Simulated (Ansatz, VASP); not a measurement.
# One calculation of LiCl, two programs

```xyz
2
Lattice="0.0000 2.5821 2.5821 2.5821 0.0000 2.5821 2.5821 2.5821 0.0000" Properties=species:S:1:pos:R:3 pbc="T T T"
Li    0.0000    0.0000    0.0000
Cl    2.5821    2.5821    2.5821
```

Change from the starting cell: hydrostatic strain +1.0%.

Alike in both runs: task single point; functional PBE; k mesh 8 × 8 × 8; occupations fermi-dirac, width 0.02 eV; no spin polarisation.

|  | VASP | Ansatz |
| --- | --- | --- |
| version | VASP 6.6.1 | Ansatz 0.2.0 |
| potentials or method | VASP PAW PBE potentials, release 64 (Li_sv, Cl) | plane waves, PAW |
| plane-wave cutoff (eV) | 520 | 420 |
| valence electrons in the cell | 10 | 10 |

```csv
,VASP,Ansatz,Ansatz less VASP
gap on the k mesh at the Fermi level (eV),6.23,6.21,-0.011
```

Noted on VASP's run: the cutoff is short for stress, so the pressure is rough.
